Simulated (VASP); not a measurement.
# CaO (Fm-3m) in VASP: a series of runs

The runs below take CaO through single point, relaxation of cell and atoms, with PBEsol-based global hybrid with 25 % exact exchange, B3LYP, PBEsol-based screened hybrid with 25 % exact exchange.

All numbers are computed with VASP 6.6.1; they aren't measurements. Logs are shortened: lines on timing, memory, paths and dates and some standing lists are left out, and cuts for length are marked.

### 1 The cell of the first run

It takes space group Fm-3m (No. 225, cubic). The conventional cell has a = 4.752 Å, b = 4.752 Å, c = 4.752 Å, α = 90.00°, β = 90.00°, γ = 90.00°. Within 3.1 Å of Ca (site symmetry m-3m) lie 6 O at 2.38 Å. O (site symmetry m-3m) has 6 Ca at 2.38 Å within 3.1 Å.

### 2 Single point, PBEsol-based global hybrid with 25 % exact exchange

File POSCAR:

```
CaO
1.0
    0.0000000000      2.3761492048      2.3761492048
    2.3761492048      0.0000000000      2.3761492048
    2.3761492048      2.3761492048      0.0000000000
Ca O
1 1
Direct
    0.0000000000      0.0000000000      0.0000000000
    0.5000000000      0.5000000000      0.5000000000
```

File INCAR.step1:

```
ALGO = Normal
EDIFF = 1E-5
ENCUT = 520
GGA = PE
ISIF = 2
ISMEAR = -1
LASPH = T
LREAL = F
LWAVE = T
NBANDS = 15
NELM = 80
PREC = Accurate
SIGMA = 0.05
```

File INCAR.step2:

```
AEXX = 0.25
ALGO = Normal
EDIFF = 1E-7
ENCUT = 520
GGA = PS
ISIF = 2
ISMEAR = -1
ISTART = 1
LASPH = T
LCHARG = T
LELF = T
LHFCALC = T
LREAL = F
LVHAR = T
LWAVE = F
NBANDS = 15
NELM = 80
PREC = Accurate
PRECFOCK = Normal
SIGMA = 0.05
```

File KPOINTS:

```
k-points
0
Gamma
  5 5 5
```

Potentials or basis: VASP PAW PBE potentials, release 64 (Ca_sv, O).

Launch:

```sh
$ cat potpaw_PBE.64/Ca_sv/POTCAR potpaw_PBE.64/O/POTCAR > POTCAR
$ cp INCAR.step1 INCAR
$ mpirun -np 1 vasp_std > vasp.out
$ cp INCAR.step2 INCAR
$ mpirun -np 1 vasp_std > vasp.out
```

OUTCAR:

```text
AEXX = 0.25
   EDIFF = 1E-7
   ENCUT = 520
   GGA = PS
   ISIF = 2
   ISMEAR = -1
   ISTART = 1
   LASPH = T
   LHFCALC = T
   LREAL = F
   NELM = 80
   PREC = Accurate
   PRECFOCK = Normal

 ion  position               nearest neighbor table
   1  0.000  0.000  0.000-   2 2.38   2 2.38   2 2.38   2 2.38   2 2.38   2 2.38
   2  0.500  0.500  0.500-   1 2.38   1 2.38   1 2.38   1 2.38   1 2.38   1 2.38

  LATTYP: Found a face centered cubic cell.
 ALAT       =     4.7522984096

  Lattice vectors:

 A1 = (   0.0000000000,   2.3761492048,   2.3761492048)
 A2 = (   2.3761492048,   0.0000000000,   2.3761492048)
 A3 = (   2.3761492048,   2.3761492048,   0.0000000000)

Analysis of symmetry for initial positions (statically):
=====================================================================
 Subroutine PRICEL returns:
 Original cell was already a primitive cell.

 Routine SETGRP: Setting up the symmetry group for a
 face centered cubic supercell.

 Subroutine GETGRP returns: Found 48 space group operations
 (whereof 48 operations were pure point group operations)
 out of a pool of 48 trial point group operations.

The static configuration has the point symmetry O_h .

Analysis of symmetry for dynamics (positions and initial velocities):
=====================================================================
 Subroutine PRICEL returns:
 Original cell was already a primitive cell.

 Routine SETGRP: Setting up the symmetry group for a
 face centered cubic supercell.

 Subroutine GETGRP returns: Found 48 space group operations
 (whereof 48 operations were pure point group operations)
 out of a pool of 48 trial point group operations.

The dynamic configuration has the point symmetry O_h .

 Subroutine INISYM returns: Found 48 space group operations
 (whereof 48 operations are pure point group operations),
 and found     1 'primitive' translations

----------------------------------------------------------------------------------------

                                     Primitive cell

  volume of cell :      26.8319

  direct lattice vectors                    reciprocal lattice vectors
     0.000000000  2.376149205  2.376149205    -0.210424496  0.210424496  0.210424496
     2.376149205  0.000000000  2.376149205     0.210424496 -0.210424496  0.210424496
     2.376149205  2.376149205  0.000000000     0.210424496  0.210424496 -0.210424496

  length of vectors
     3.360382432  3.360382432  3.360382432     0.364465919  0.364465919  0.364465919

  position of ions in fractional coordinates (direct lattice)
     0.000000000  0.000000000  0.000000000
     0.500000000  0.500000000  0.500000000

  ion indices of the primitive-cell ions
   primitive index   ion index
                 1           1
                 2           2

----------------------------------------------------------------------------------------

 KPOINTS: k-points

Automatic generation of k-mesh.
 Grid dimensions read from file:
 generate k-points for:    5    5    5

 Generating k-lattice:

  Cartesian coordinates                     Fractional coordinates (reciprocal lattice)
    -0.042084899  0.042084899  0.042084899     0.200000000  0.000000000  0.000000000
     0.042084899 -0.042084899  0.042084899     0.000000000  0.200000000  0.000000000
     0.042084899  0.042084899 -0.042084899     0.000000000  0.000000000  0.200000000

  Length of vectors
     0.072893184  0.072893184  0.072893184

  Shift w.r.t. Gamma in fractional coordinates (k-lattice)
     0.000000000  0.000000000  0.000000000

 Subroutine IBZKPT returns following result:
 ===========================================

 Found     10 irreducible k-points:

 Following reciprocal coordinates:
            Coordinates               Weight
  0.000000  0.000000  0.000000      1.000000
  0.200000  0.000000  0.000000      8.000000
  0.400000  0.000000  0.000000      8.000000
  0.200000  0.200000  0.000000      6.000000
  0.400000  0.200000  0.000000     24.000000
 -0.400000  0.200000  0.000000     24.000000
 -0.200000  0.200000  0.000000     12.000000
  0.400000  0.400000  0.000000      6.000000
 -0.400000  0.400000  0.000000     12.000000
 -0.400000  0.400000  0.200000     24.000000
   k-points           NKPTS =     10   k-points in BZ     NKDIM =    125   number of bands    NBANDS=     15
   number of dos      NEDOS =    301   number of ions     NIONS =      2
   total plane-waves  NPLWV =  21952
   dimension x,y,z NGX =    28 NGY =   28 NGZ =   28
   dimension x,y,z NGXF=    56 NGYF=   56 NGZF=   56
   ions per type =               1   1
   NGX,Y,Z   is equivalent  to a cutoff of  13.85, 13.85, 13.85 a.u.
   NGXF,Y,Z  is equivalent  to a cutoff of  27.70, 27.70, 27.70 a.u.
 SYSTEM =  unknown system
   PREC   = accura    normal or accurate (medium, high low for compatibility)
   ISTART =      1    job   : 0-new  1-cont  2-samecut
   ICHARG =      0    charge: 1-file 2-atom 10-const
   ISPIN  =      1    spin polarized calculation?
   LNONCOLLINEAR =      F non collinear calculations
   LSORBIT =      F    spin-orbit coupling
   LASPH  =      T    aspherical Exc in radial PAW
   ENCUT  =  520.0 eV  38.22 Ry    6.18 a.u.   6.25  6.25  6.25*2*pi/ulx,y,z
   NELM   =     80;   NELMIN=  2; NELMDL=  0     # of ELM steps
   EDIFF  = 0.1E-06   stopping-criterion for ELM
   LREAL  =      F    real-space projection
   EDIFFG = 0.1E-05   stopping-criterion for IOM
   NSW    =      0    number of steps for IOM
   IBRION =     -1    ionic relax: 0-MD 1-quasi-New 2-CG
   NFREE  =      0    steps in history (QN), initial steepest desc. (CG)
   ISIF   =      2    stress and relaxation
   ISYM   =      3    0-nonsym 1-usesym 2-fastsym
   POTIM  = 0.5000    time-step for ionic-motion
   TEBEG  =    0.0;   TEEND  =   0.0 temperature during run
   PSTRESS=    0.0 pullay stress
   NELECT =      16.0000    total number of electrons
   NUPDOWN=      -1.0000    fix difference up-down
   EMIN   =  10.00;   EMAX   =-10.00  energy-range for DOS
   EFERMI =   0.00;   METHOD = LEGACY
   ISMEAR =    -1;   SIGMA  =   0.05  broadening in eV -4-tet -1-fermi 0-gaus
   EFERMI_NEDOS =   21; number of points for ismear=-14 and -15
   IALGO  =     38    algorithm
   IMIX   =      1    mixing-type and parameters
     AMIX     =   0.40;   BMIX     =  1.00
     AMIX_MAG =   1.60;   BMIX_MAG =  1.00
  volume/ion in A,a.u.               =      13.42        90.54
  Fermi-wavevector in a.u.,A,eV,Ry     =   1.377943  2.603934 25.833732  1.898726
  Thomas-Fermi vector in A             =   2.503050
   LORBIT       =      0    0 simple, 1 ext, 2 COOP (PROOUT), +10 PAW based schemes
   GGA     = PS    functional components
   LHFCALC =     T    Hartree Fock is set to
   PRECFOCK=normal    Normal, Fast or Accurate (Low or Medium for compatibility)
   ENCUT4O =  -1.0   cutoff for four orbital integrals eV
   NKREDX  =     1    reduce k-point grid by
   NKREDY  =     1    reduce k-point grid by
   NKREDZ  =     1    reduce k-point grid by
   AEXX    =    0.2500 exact exchange contribution
   HFSCREEN=    0.0000 screening length (either q_TF or 0.3 A-1)
   HFSCREENC=   0.0000 screening length for correlation (either q_TF or 0.3 A-1)
   ENCUTFOCK=  -1.0 apply spherical cutoff to Coloumb kernel
   IVDW    =     0    specifies the selected vdW correction
   LEPSILON=     F    determine dielectric tensor
   LRPA    =     F    only Hartree local field effects (RPA)
 non-spin polarized calculation
  energy-cutoff  :      520.00
  volume of cell :       26.83
 maximum number of plane-waves:       733
 NGX is ok and might be reduce to    28
  NGX = 20; NGY = 20; NGZ = 20

 number of electron      15.9999997 magnetization

 Free energy of the ion-electron system (eV)
  ---------------------------------------------------
  ext. energy  EPLUGINS =         0.00000000
  ---------------------------------------------------
  free energy    TOTEN  =       -15.94066763 eV

  energy without entropy =      -15.94066763  energy(sigma->0) =      -15.94066763

 E-fermi :   2.0416     XC(G=0):  -8.5688

 val. band max:        0.9474853597   @ k =   0.0000   0.0000   0.0000
 cond. band min:       7.1093598660   @ k =   0.4000   0.4000   0.0000
 fundamental gap:      6.1618745063
 Fermi energy:         2.0416244249

 k-point     1 :       0.0000    0.0000    0.0000
  band No.  band energies     occupation
      1     -38.9461      2.00000
      2     -18.2600      2.00000
      3     -18.2600      2.00000
      4     -18.2600      2.00000
      5     -16.1114      2.00000
      6       0.9475      2.00000
      7       0.9475      2.00000
      8       0.9475      2.00000
      9       8.0990      0.00000
     10       9.9596      0.00000
     11       9.9596      0.00000
     12       9.9596      0.00000
     13      11.6777      0.00000
     14      11.6777      0.00000
     15      18.4323      0.00000

 k-point     2 :       0.2000    0.0000    0.0000
  band No.  band energies     occupation
      1     -38.9023      2.00000
      2     -18.9369      2.00000
      3     -18.2800      2.00000
      4     -18.2800      2.00000
      5     -15.3999      2.00000
      6      -0.2985      2.00000
      7       0.4169      2.00000
      8       0.4169      2.00000
      9       9.6249      0.00000
     10       9.9662      0.00000
     11      10.7154      0.00000
     12      10.7154      0.00000
     13      12.6867      0.00000
     14      12.6867      0.00000
     15      19.9223      0.00000

 k-point     3 :       0.4000    0.0000    0.0000
  band No.  band energies     occupation
      1     -38.8305      2.00000
      2     -19.6663      2.00000
      3     -18.3118      2.00000
      4     -18.3118      2.00000
      5     -14.6056      2.00000
      6      -1.8094      2.00000
      7      -0.3072      2.00000
      8      -0.3072      2.00000
      9      10.5664      0.00000
     10      11.7713      0.00000
     11      12.2242      0.00000
     12      12.2242      0.00000
     13      14.5134      0.00000
     14      14.5134      0.00000
     15      19.0079      0.00000

 k-point     4 :       0.2000    0.2000    0.0000
  band No.  band energies     occupation
      1     -38.8883      2.00000
      2     -18.8735      2.00000
      3     -18.3557      2.00000
      4     -18.3557      2.00000
      5     -15.4295      2.00000
      6      -0.6891      2.00000
      7       0.6847      2.00000
      8       0.6847      2.00000
      9       8.5951      0.00000
     10       9.6843      0.00000
     11      11.4983      0.00000
     12      11.4983      0.00000
     13      12.1180      0.00000
     14      13.6795      0.00000
     15      20.7108      0.00000
[... 55 lines left out ...]
 k-point     8 :       0.4000    0.4000    0.0000
  band No.  band energies     occupation
      1     -38.7962      2.00000
      2     -19.0473      2.00000
      3     -18.5112      2.00000
      4     -18.5112      2.00000
      5     -15.6630      2.00000
      6      -0.7442      2.00000
      7       0.5272      2.00000
      8       0.5272      2.00000
      9       7.1094      0.00000
     10      11.7453      0.00000
     11      12.9315      0.00000
     12      13.6627      0.00000
     13      13.6627      0.00000
     14      14.9128      0.00000
     15      18.7143      0.00000

 k-point     9 :      -0.4000    0.4000    0.0000
  band No.  band energies     occupation
      1     -38.7812      2.00000
      2     -18.9130      2.00000
      3     -18.8979      2.00000
      4     -18.4850      2.00000
      5     -15.4470      2.00000
      6      -0.4461      2.00000
      7      -0.2515      2.00000
      8       0.1966      2.00000
      9       8.0565      0.00000
     10      12.3849      0.00000
     11      12.6103      0.00000
     12      13.5598      0.00000
     13      13.7828      0.00000
     14      16.7619      0.00000
     15      17.5529      0.00000

 k-point    10 :      -0.4000    0.4000    0.2000
  band No.  band energies     occupation
      1     -38.7894      2.00000
      2     -19.1670      2.00000
      3     -18.6661      2.00000
      4     -18.5463      2.00000
      5     -15.1691      2.00000
      6      -0.8591      2.00000
      7      -0.2337      2.00000
      8      -0.0436      2.00000
      9       9.1888      0.00000
     10      11.0391      0.00000
     11      12.6289      0.00000
     12      13.5364      0.00000
     13      14.3110      0.00000
     14      16.7019      0.00000
     15      18.4184      0.00000

------------------------ aborting loop because EDIFF is reached ----------------------------------------

  FORCE on cell =-STRESS in cart. coord.  units (eV):
  Direction    XX          YY          ZZ          XY          YZ          ZX
  --------------------------------------------------------------------------------------
  -------------------------------------------------------------------------------------
  Total        0.1223610      0.1223610      0.1223610     -0.0000000      0.0000000      0.0000000
  in kB        7.3063822      7.3063822      7.3063822     -0.0000000      0.0000000      0.0000000
  external PRESSURE =       7.3063822 kB  Pullay stress =       0.0000000 kB

 VOLUME and BASIS-vectors are now :
 -----------------------------------------------------------------------------
  energy-cutoff  :      520.00
  volume of cell :       26.83
      direct lattice vectors                 reciprocal lattice vectors
     0.000000000  2.376149205  2.376149205    -0.210424496  0.210424496  0.210424496
     2.376149205  0.000000000  2.376149205     0.210424496 -0.210424496  0.210424496
     2.376149205  2.376149205  0.000000000     0.210424496  0.210424496 -0.210424496

 POSITION                                       TOTAL-FORCE (eV/Angst)
 -----------------------------------------------------------------------------------
      0.00000      0.00000      0.00000        -0.000000     -0.000000      0.000000
      2.37615      2.37615      2.37615         0.000000      0.000000      0.000000
 -----------------------------------------------------------------------------------
    total drift:                                0.000000      0.000000     -0.000000

  FREE ENERGIE OF THE ION-ELECTRON SYSTEM (eV)
  ---------------------------------------------------
  free  energy   TOTEN  =       -15.9406676334 eV

  energy  without entropy=      -15.9406676334  energy(sigma->0) =      -15.94066763
```

It took 9.3 min on 1 thread of Intel Xeon Platinum 8375C at 2.90GHz (Ice Lake), shared host; peak memory 0.16 GiB.

What came out:

```
Free energy            : -15.9407 eV
Pressure               : 0.7 GPa
Band gap on the k mesh : 6.16 eV (least direct gap 6.58 eV)
```

Caveat: the k points lie up to 0.46 Å⁻¹ apart; the PAW data sets were made with another functional, which shifts forces and pressure a little; an odd mesh through Γ misses points on the zone boundary, where band edges can lie.

### 3 Single point, B3LYP

This run uses another cell than the first one, of 13.89 Å³/atom.

File POSCAR:

```
CaO
1.0
    0.0000000000      2.4035556960      2.4035556960
    2.4035556960      0.0000000000      2.4035556960
    2.4035556960      2.4035556960      0.0000000000
Ca O
1 1
Direct
    0.0000000000      0.0000000000      0.0000000000
    0.5000000000      0.5000000000      0.5000000000
```

File INCAR.step1:

```
SYSTEM = CaO
PREC = Accurate
ENCUT = 520
EDIFF = 1E-5
ISMEAR = -1
SIGMA = 0.05
LREAL = .False.
LASPH = .True.
NELM = 60
ALGO = Normal
ISIF = 2
LWAVE = .True.
LCHARG = .False.
GGA = PE
NBANDS = 15
```

File INCAR.step2:

```
SYSTEM = CaO
PREC = Accurate
ENCUT = 520
EDIFF = 1E-6
ISMEAR = -1
SIGMA = 0.05
LREAL = .False.
LASPH = .True.
NELM = 60
ALGO = Normal
ISIF = 2
LWAVE = .False.
LCHARG = .False.
GGA = B3
LHFCALC = .True.
AEXX = 0.2
AGGAX = 0.72
AGGAC = 0.81
ALDAC = 0.19
PRECFOCK = Normal
ISTART = 1
NBANDS = 15
```

File KPOINTS:

```
Automatic mesh
0
Gamma
  5 5 5
  0 0 0
```

Potentials or basis: VASP PAW PBE potentials, release 64 (Ca_sv, O).

Launch:

```sh
$ cat potpaw_PBE.64/Ca_sv/POTCAR potpaw_PBE.64/O/POTCAR > POTCAR
$ cp INCAR.step1 INCAR
$ mpirun -np 1 vasp_std > vasp.out
$ cp INCAR.step2 INCAR
$ mpirun -np 1 vasp_std > vasp.out
```

It took 7.4 min on 1 thread of Intel Xeon Platinum 8375C at 2.90GHz (Ice Lake), shared host; peak memory 0.17 GiB.

The run converged. Its results:

```yaml
Free_energy: -14.5932 eV
Pressure: 2.4 GPa
Band_gap_on_the_k_mesh: 5.85 eV (least direct gap 6.26 eV)
```

Levels at points of the mesh, in eV from the valence-band top:
```tsv
k point	band 5	band 6	band 7	band 8	band 9	band 10	band 11	band 12
(0.00, 0.00, 0.00)	-16.63	0.00	0.00	0.00	6.77	8.37	8.37	8.37
```

Caveat: the k points lie up to 0.45 Å⁻¹ apart; the PAW data sets were made with another functional, which shifts forces and pressure a little; an odd mesh through Γ misses points on the zone boundary, where band edges can lie.

[end of part 1 of 3]
